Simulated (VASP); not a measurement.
Wanted: the native input for a VASP 6.6.1 run.

```
Task                   : single point
Functional             : PBE
Potentials or basis    : VASP PAW PBE potentials, release 64 (K_sv)
Cutoff                 : 520 eV
k mesh                 : 6 × 6 × 6
Occupations            : gaussian, width 0.05 eV
Spin                   : no spin polarisation
Dipole correction      : no
Further INCAR settings : ALGO = Normal; EDIFF = 1e-06; NBANDS = 10
```

The structure of K lies in POSCAR:

```
K
1.0
    0.0000000000      3.3359840396      3.3359840396
    3.3359840396      0.0000000000      3.3359840396
    3.3359840396      3.3359840396      0.0000000000
K
1
Direct
    0.0000000000      0.0000000000      0.0000000000
```

One way to write it, as run:

INCAR

```
PREC = Accurate
ENCUT = 520
EDIFF = 1E-6
ISMEAR = 0
SIGMA = 0.05
LREAL = F
LASPH = T
NELM = 80
ALGO = Normal
ISIF = 2
LWAVE = F
LCHARG = F
GGA = PE
NBANDS = 10
```

KPOINTS

```
Automatic mesh
0
Gamma
  6 6 6
```

Potentials or basis: VASP PAW PBE potentials, release 64 (K_sv).

The run is started by

```sh
$ cat potpaw_PBE.64/K_sv/POTCAR > POTCAR
$ mpirun -np 1 vasp_std > vasp.out
```

It gave:

- Pressure: 0.0 GPa

It took 11 s on 1 thread of Intel(R) Xeon(R) Platinum 8559C (Emerald Rapids), on a shared host, peak memory 0.19 GiB.
